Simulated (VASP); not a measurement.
Write the native input for VASP 6.6.1 that does the following.

* Task: relaxation of shape and atoms at fixed volume
* Functional: LDA
* Potentials or basis: VASP PAW PBE potentials, release 64 (Yb, B)
* Cutoff: 600 eV
* k mesh: 15 × 15 × 12
* Occupations: gaussian, width 0.1 eV
* Spin: no spin polarisation
* Dipole correction: no
* Further INCAR settings: ALGO = Normal; EDIFF = 1e-06; IBRION = 2; EDIFFG = -0.01; NSW = 50; ISIF = 4

The structure of YbB2 lies in POSCAR:

```
YbB2
1.0
    3.0718174043      0.0000000000      0.0000000000
   -1.5359087022      2.6602719079      0.0000000000
    0.0000000000      0.0000000000      3.6319314756
Yb B
1 2
Direct
    0.0000000000      0.0000000000      0.0000000000
    0.3333333333      0.6666666667      0.5000000000
    0.6666666667      0.3333333333      0.5000000000
```

These files were run (other wordings do the same):

INCAR

```
SYSTEM = YbB2
ALGO     = Normal         ! electronic algorithm
EDIFF    = 1E-6           ! SCF threshold, eV
EDIFFG   = -0.01          ! ionic threshold
ENCUT    = 600            ! plane-wave cutoff, eV
GGA      = CA             ! functional
IBRION   = 2              ! ionic algorithm
ISIF     = 4              ! what is computed and relaxed
ISMEAR   = 0              ! smearing method
LASPH    = .True.         ! aspherical terms in the spheres
LCHARG   = .False.        ! write CHGCAR
LREAL    = .False.        ! projectors in reciprocal space
LWAVE    = .False.        ! write WAVECAR
NELM     = 100            ! most SCF steps
NSW      = 50             ! ionic steps
PREC     = Accurate       ! precision mode
SIGMA    = 0.1            ! smearing width, eV
```

KPOINTS

```
k-points
0
Gamma
  15 15 12
  0 0 0
```

Potentials or basis: VASP PAW PBE potentials, release 64 (Yb, B).

Run with:

```console
$ cat potpaw_PBE.64/Yb/POTCAR potpaw_PBE.64/B/POTCAR > POTCAR
$ mpirun -np 1 vasp_std > vasp.out
```

It gave:

| Quantity | Value |
| --- | --- |
| Pressure after relaxing | 19.5 GPa |
| Band gap on the k mesh | zero (bands 15 and 16 overlap by 1.56 eV) |

Caveat: the PAW data sets were made with another functional, which shifts forces and pressure a little; spin-orbit coupling is left out, which moves the levels of the heavy elements.

Wall time 16 min on 1 thread of Intel Xeon 8259CL, with other jobs on the host, peak memory 0.28 GiB.
